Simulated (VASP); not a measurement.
# H18CO9 in VASP: further runs

H18CO9 is run at these levels: PBE+D3(BJ); tasks: single point.

Program: VASP 6.6.1. These are calculated values, not measurements. Logs are shortened: lines on timing, memory, paths and dates and some standing lists are left out, and cuts for length are marked.

## (1) The cell of the first run

The cell holds a disordered packing, 28 atoms: a = 6.702 Å, b = 6.702 Å, c = 6.702 Å, α = 90.00°, β = 90.00°, γ = 90.00°.

## (2) Single point, PBE+D3(BJ)

Input file INCAR:

```
PREC     = Accurate       # precision mode
ENCUT    = 520            # plane-wave cutoff, eV
EDIFF    = 1E-6           # SCF threshold, eV
ISMEAR   = -1             # smearing method
SIGMA    = 0.05           # smearing width, eV
LREAL    = Auto         
LASPH    = T              # aspherical terms in the spheres
NELM     = 100            # most SCF steps
ALGO     = Normal         # electronic algorithm
ISIF     = 2              # what is computed and relaxed
LWAVE    = F              # write WAVECAR
LCHARG   = T              # write CHGCAR
GGA      = PE             # functional
IVDW     = 12             # dispersion correction
LELF     = T              # ELF
LVHAR    = T            
NBANDS   = 58             # bands
```

Input file KPOINTS:

```
Automatic mesh
0
Gamma
  1 1 1
```

Input file POSCAR:

```
H18CO9
1.0
    6.7017590000      0.0000000000      0.0000000000
    0.0000000000      6.7017590000      0.0000000000
    0.0000000000      0.0000000000      6.7017590000
O H C
9 18 1
Direct
    0.7193186147      0.7755725027      0.0518819015
    0.0820083205      0.0998096171      0.8603412925
   -0.0209944882      0.1918003915      0.2919084378
    0.2730924821      0.7647395258      0.7572787980
    0.4421525752      0.3598756685      0.0623418419
    0.6250747005      0.1180884004      0.8203517912
    0.6002752412      0.2470843849      0.4443609506
    0.5552572093      0.7380002772      0.4866334346
    0.0410787675      0.5757145251      0.4103400316
    0.6479940565      0.8859912748     -0.0252918674
    0.6503964109      0.6543804395      0.0250083597
    0.1578093154     -0.0304546911      0.8384365955
    0.0866936576      0.1545265952      0.7295547333
    0.0237848004      0.3269738587      0.3165139182
   -0.0008654444      0.1452752927      0.1538700511
    0.3529073487      0.7756172670      0.6392202405
    0.1527509420      0.7185426990      0.7035615575
    0.4609536093      0.3120076386      0.1922032708
    0.3301968931      0.2833584437     -0.0021188467
    0.5881142548      0.2260152894      0.9177590540
    0.7716630813      0.1213561992      0.8396601549
    0.7345832639      0.2190171267      0.4081614991
    0.5928891206      0.1782367883      0.5721482972
    0.5990069174      0.8056243145      0.3649191205
    0.6183600455      0.6055872794      0.4952580360
    0.1562574840      0.6191359612      0.1414852429
    0.0705486425      0.8576106661      0.2789715357
    0.0779049202      0.6887594734      0.2699888194
```

Potentials or basis: VASP PAW PBE potentials, release 64 (O, H, C).

On the command line:

```sh
$ cat potpaw_PBE.64/O/POTCAR potpaw_PBE.64/H/POTCAR potpaw_PBE.64/C/POTCAR > POTCAR
$ mpirun -np 1 vasp_gam > vasp.out
```

OUTCAR:

```text
PREC = Accurate
   ENCUT = 520
   EDIFF = 1E-6
   ISMEAR = -1
   LREAL = Auto
   LASPH = T
   NELM = 100
   ISIF = 2
   GGA = PE
   IVDW = 12
 IVDW          = 12

 ion  position               nearest neighbor table
   1  0.719  0.776  0.052-  11 0.95  10 1.02
   2  0.082  0.100  0.860-  13 0.95  12 1.02
   3  0.979  0.192  0.292-  14 0.97  15 0.99
   4  0.273  0.765  0.757-  17 0.94  16 0.96
   5  0.442  0.360  0.062-  18 0.94  19 1.01
   6  0.625  0.118  0.820-  21 0.99  20 1.01
   7  0.600  0.247  0.444-  22 0.95  23 0.97
   8  0.555  0.738  0.487-  24 0.98  25 0.98
   9  0.041  0.576  0.410-  28 1.23
  10  0.648  0.886  0.975-   1 1.02
  11  0.650  0.654  0.025-   1 0.95
  12  0.158  0.970  0.838-   2 1.02
  13  0.087  0.155  0.730-   2 0.95
  14  0.024  0.327  0.317-   3 0.97
[... 11 lines left out ...]
  26  0.156  0.619  0.141-  28 1.11
  27  0.071  0.858  0.279-  28 1.13
  28  0.078  0.689  0.270-  26 1.11  27 1.13   9 1.23

  LATTYP: Found a simple cubic cell.
 ALAT       =     6.7017590000

  Lattice vectors:

 A1 = (   6.7017590000,   0.0000000000,   0.0000000000)
 A2 = (   0.0000000000,   6.7017590000,   0.0000000000)
 A3 = (   0.0000000000,   0.0000000000,   6.7017590000)

Analysis of symmetry for initial positions (statically):
=====================================================================
 Subroutine PRICEL returns:
 Original cell was already a primitive cell.

 Routine SETGRP: Setting up the symmetry group for a
 simple cubic supercell.

 Subroutine GETGRP returns: Found  1 space group operations
 (whereof  1 operations were pure point group operations)
 out of a pool of 48 trial point group operations.

The static configuration has the point symmetry C_1 .

Analysis of symmetry for dynamics (positions and initial velocities):
=====================================================================
 Subroutine PRICEL returns:
 Original cell was already a primitive cell.

 Routine SETGRP: Setting up the symmetry group for a
 simple cubic supercell.

 Subroutine GETGRP returns: Found  1 space group operations
 (whereof  1 operations were pure point group operations)
 out of a pool of 48 trial point group operations.

The dynamic configuration has the point symmetry C_1 .

 Subroutine INISYM returns: Found  1 space group operations
 (whereof  1 operations are pure point group operations),
 and found     1 'primitive' translations

----------------------------------------------------------------------------------------

                                     Primitive cell

  volume of cell :     300.9999

  direct lattice vectors                    reciprocal lattice vectors
     6.701759000  0.000000000  0.000000000     0.149214557  0.000000000  0.000000000
     0.000000000  6.701759000  0.000000000     0.000000000  0.149214557  0.000000000
     0.000000000  0.000000000  6.701759000     0.000000000  0.000000000  0.149214557

  length of vectors
     6.701759000  6.701759000  6.701759000     0.149214557  0.149214557  0.149214557

  position of ions in fractional coordinates (direct lattice)
     0.719318615  0.775572503  0.051881902
     0.082008321  0.099809617  0.860341293
     0.979005512  0.191800392  0.291908438
     0.273092482  0.764739526  0.757278798
     0.442152575  0.359875669  0.062341842
     0.625074701  0.118088400  0.820351791
[... 20 lines left out ...]
     0.070548643  0.857610666  0.278971536
     0.077904920  0.688759473  0.269988819

  ion indices of the primitive-cell ions
   primitive index   ion index
                 1           1
                 2           2
                 3           3
                 4           4
                 5           5
                 6           6
[... 20 lines left out ...]
                27          27
                28          28

----------------------------------------------------------------------------------------

 KPOINTS: Automatic mesh

Automatic generation of k-mesh.
 Grid dimensions read from file:
 generate k-points for:    1    1    1

 Generating k-lattice:

  Cartesian coordinates                     Fractional coordinates (reciprocal lattice)
     0.149214557  0.000000000  0.000000000     1.000000000  0.000000000  0.000000000
     0.000000000  0.149214557  0.000000000     0.000000000  1.000000000  0.000000000
     0.000000000  0.000000000  0.149214557     0.000000000  0.000000000  1.000000000

  Length of vectors
     0.149214557  0.149214557  0.149214557

  Shift w.r.t. Gamma in fractional coordinates (k-lattice)
     0.000000000  0.000000000  0.000000000

 Subroutine IBZKPT returns following result:
 ===========================================

 Found      1 irreducible k-points:

 Following reciprocal coordinates:
            Coordinates               Weight
  0.000000  0.000000  0.000000      1.000000
   k-points           NKPTS =      1   k-points in BZ     NKDIM =      1   number of bands    NBANDS=     58
   number of dos      NEDOS =    301   number of ions     NIONS =     28
   total plane-waves  NPLWV = 125000
   dimension x,y,z NGX =    50 NGY =   50 NGZ =   50
   dimension x,y,z NGXF=   100 NGYF=  100 NGZF=  100
   ions per type =               9  18   1
   NGX,Y,Z   is equivalent  to a cutoff of  12.40, 12.40, 12.40 a.u.
   NGXF,Y,Z  is equivalent  to a cutoff of  24.81, 24.81, 24.81 a.u.
 SYSTEM =  unknown system
   PREC   = accura    normal or accurate (medium, high low for compatibility)
   ISTART =      0    job   : 0-new  1-cont  2-samecut
   ICHARG =      2    charge: 1-file 2-atom 10-const
   ISPIN  =      1    spin polarized calculation?
   LNONCOLLINEAR =      F non collinear calculations
   LSORBIT =      F    spin-orbit coupling
   LASPH  =      T    aspherical Exc in radial PAW
   ENCUT  =  520.0 eV  38.22 Ry    6.18 a.u.  12.46 12.46 12.46*2*pi/ulx,y,z
   NELM   =    100;   NELMIN=  2; NELMDL= -5     # of ELM steps
   EDIFF  = 0.1E-05   stopping-criterion for ELM
   LREAL  =      T    real-space projection
   EDIFFG = 0.1E-04   stopping-criterion for IOM
   NSW    =      0    number of steps for IOM
   IBRION =     -1    ionic relax: 0-MD 1-quasi-New 2-CG
   NFREE  =      0    steps in history (QN), initial steepest desc. (CG)
   ISIF   =      2    stress and relaxation
   ISYM   =      2    0-nonsym 1-usesym 2-fastsym
   POTIM  = 0.5000    time-step for ionic-motion
   TEBEG  =    0.0;   TEEND  =   0.0 temperature during run
   PSTRESS=    0.0 pullay stress
   NELECT =      76.0000    total number of electrons
   NUPDOWN=      -1.0000    fix difference up-down
   EMIN   =  10.00;   EMAX   =-10.00  energy-range for DOS
   EFERMI =   0.00;   METHOD = LEGACY
   ISMEAR =    -1;   SIGMA  =   0.05  broadening in eV -4-tet -1-fermi 0-gaus
   EFERMI_NEDOS =   21; number of points for ismear=-14 and -15
   IALGO  =     38    algorithm
   IMIX   =      4    mixing-type and parameters
     AMIX     =   0.40;   BMIX     =  1.00
     AMIX_MAG =   1.60;   BMIX_MAG =  1.00
  volume/ion in A,a.u.               =      10.75        72.54
  Fermi-wavevector in a.u.,A,eV,Ry     =   1.034722  1.955342 14.567086  1.070651
  Thomas-Fermi vector in A             =   2.169031
   LORBIT       =      0    0 simple, 1 ext, 2 COOP (PROOUT), +10 PAW based schemes
   GGA     = PE    functional components
   LHFCALC =     F    Hartree Fock is set to
   AEXX    =    0.0000 exact exchange contribution
   IVDW    =    12    specifies the selected vdW correction
   LEPSILON=     F    determine dielectric tensor
   LRPA    =     F    only Hartree local field effects (RPA)
 non-spin polarized calculation
  energy-cutoff  :      520.00
  volume of cell :      301.00
 maximum number of plane-waves:      4109
 NGX is ok and might be reduce to    50
   NGX = 25   NGY = 25   NGZ = 25

 number of electron      75.9999986 magnetization

 Free energy of the ion-electron system (eV)
  ---------------------------------------------------
  ext. energy  EPLUGINS =         0.00000000
  ---------------------------------------------------
  free energy    TOTEN  =      -138.73135529 eV

  energy without entropy =     -138.73135529  energy(sigma->0) =     -138.73135529

 E-fermi :  -2.2186     XC(G=0):  -6.6550

 val. band max:       -3.5208003048   @ k =   0.0000   0.0000   0.0000
 cond. band min:       0.2215493060   @ k =   0.0000   0.0000   0.0000
 fundamental gap:      3.7423496108
 Fermi energy:        -2.2185847672

 k-point     1 :       0.0000    0.0000    0.0000
  band No.  band energies     occupation
      1     -23.8397      2.00000
      2     -22.8548      2.00000
      3     -22.7340      2.00000
      4     -22.3270      2.00000
      5     -22.0854      2.00000
      6     -22.0090      2.00000
[... 42 lines left out ...]
     49       6.3298      0.00000
     50       6.5087      0.00000
 [bands above 50 left out]

------------------------ aborting loop because EDIFF is reached ----------------------------------------

 Edisp (eV)   -0.93747

 E8    (eV) :    -0.1944

  FORCE on cell =-STRESS in cart. coord.  units (eV):
  Direction    XX          YY          ZZ          XY          YZ          ZX
  --------------------------------------------------------------------------------------
  -------------------------------------------------------------------------------------
  Total       2.39819    -1.32661     3.52030     1.40431    -1.15306    -3.16567
  in kB      12.76518    -7.06133    18.73801     7.47494    -6.13759   -16.85040
  external pressure =        8.15 kB  Pullay stress =        0.00 kB

 VOLUME and BASIS-vectors are now :
 -----------------------------------------------------------------------------
  energy-cutoff  :      520.00
  volume of cell :      301.00
      direct lattice vectors                 reciprocal lattice vectors
     6.701759000  0.000000000  0.000000000     0.149214557  0.000000000  0.000000000
     0.000000000  6.701759000  0.000000000     0.000000000  0.149214557  0.000000000
     0.000000000  0.000000000  6.701759000     0.000000000  0.000000000  0.149214557

 POSITION                                       TOTAL-FORCE (eV/Angst)
 -----------------------------------------------------------------------------------
      4.82070      5.19770      0.34770         0.048738      1.897598      0.017032
      0.54960      0.66890      5.76580         0.309110     -0.789974      1.025041
      6.56106      1.28540      1.95630        -0.368069     -1.539667     -0.111073
      1.83020      5.12510      5.07510         0.187238      0.759170      1.944434
      2.96320      2.41180      0.41780        -1.193186      0.541654     -2.958417
      4.18910      0.79140      5.49780         1.238072      0.051120      0.787034
[... 20 lines left out ...]
      0.47280      5.74750      1.86960        -0.350232     -0.709966      0.132435
      0.52210      4.61590      1.80940         1.229532     -0.146156      0.266184
 -----------------------------------------------------------------------------------
    total drift:                               -0.024529     -0.001249     -0.013653

  FREE ENERGIE OF THE ION-ELECTRON SYSTEM (eV)
  ---------------------------------------------------
  free  energy   TOTEN  =      -139.6688234115 eV

  energy  without entropy=     -139.6688234115  energy(sigma->0) =     -139.66882341
```

It took 76 s on 1 thread of Intel Xeon 8259CL, shared host; peak memory 0.32 GiB.

Results:

| Item | Value |
| --- | --- |
| Free energy | -139.6688 eV |
| Pressure | 0.8 GPa |
| Largest force | 3.236 eV/Å |
| Dispersion energy per atom | -0.033 eV |

Forces in eV/Å, atoms in the order of the input:
```
O    0.049  1.898  0.017
O    0.309 -0.790  1.025
O   -0.368 -1.540 -0.111
O    0.187  0.759  1.944
O   -1.193  0.542 -2.958
O    1.238  0.051  0.787
O   -1.289  0.638 -0.205
O    0.018 -0.178  0.095
O   -0.492  0.507 -0.145
H    0.628 -1.045  0.420
H   -0.787 -0.925 -0.334
H   -0.091  0.359  0.123
H   -0.017  0.723 -1.084
H    0.411  0.867 -0.164
H    0.080  0.702  0.324
H    1.687  0.159 -1.099
H   -2.075 -1.108 -0.650
H    0.322 -1.033  2.628
H    0.612  0.579  0.737
H   -0.533 -0.127 -0.205
H   -0.213 -0.400 -0.441
H    1.559 -0.216 -1.018
H   -0.464 -0.051  0.740
H    0.191 -0.432 -0.035
H   -0.254  0.467 -0.361
H   -0.394  0.451 -0.428
H   -0.350 -0.710  0.132
C    1.230 -0.146  0.266
```

Stress tensor (GPa, compression positive):
```
 1.28  0.75 -1.69
 0.75 -0.71 -0.61
-1.69 -0.61  1.87
```

Levels at points of the mesh, in eV from the Fermi level:
```
           k point  band 35  band 36  band 37  band 38  band 39  band 40  band 41  band 42
(0.00, 0.00, 0.00)    -1.86    -1.63    -1.39    -1.30     2.44     3.40     6.04     6.55
```

Caveat: the k points lie up to 0.94 Å⁻¹ apart.

(Part 1 of 2 ends here.)
